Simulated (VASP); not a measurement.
A run of VASP 6.6.1 is set up as follows.

INCAR

```
SYSTEM = RbCl
PREC     = Accurate       ! precision mode
ENCUT    = 500            ! plane-wave cutoff, eV
EDIFF    = 1E-6           ! SCF threshold, eV
ISMEAR   = 0              ! smearing method
SIGMA    = 0.01           ! smearing width, eV
LREAL    = .FALSE.        ! projectors in reciprocal space
LASPH    = .TRUE.         ! aspherical terms in the spheres
NELM     = 120            ! most SCF steps
ALGO     = Normal         ! electronic algorithm
ISIF     = 2              ! what is computed and relaxed
LWAVE    = .FALSE.        ! write WAVECAR
LCHARG   = .FALSE.        ! write CHGCAR
GGA      = PE             ! functional
NBANDS   = 15             ! bands
GGA_COMPAT= .FALSE.
```

KPOINTS

```
Automatic mesh
0
G
  5 5 5
  0 0 0
```

The input POSCAR:

```
RbCl
1.0
    0.0000000000      3.1900139775      3.1900139775
    3.1900139775      0.0000000000      3.1900139775
    3.1900139775      3.1900139775      0.0000000000
Rb Cl
1 1
Direct
    0.0000000000      0.0000000000      0.0000000000
    0.5000000000      0.5000000000      0.5000000000
```

Potentials or basis: VASP PAW PBE potentials, release 64 (Rb_sv, Cl).

Run with:

```sh
$ cat potpaw_PBE.64/Rb_sv/POTCAR potpaw_PBE.64/Cl/POTCAR > POTCAR
$ mpirun -np 1 vasp_std > vasp.out
```

Question: Estimate the pressure.

Answer: 3.0 GPa.

Question: What does it give for the band gap on the k mesh?

Answer: 5.31 eV, direct.

A hybrid or GW would open this gap; PBE tends to underestimate it.
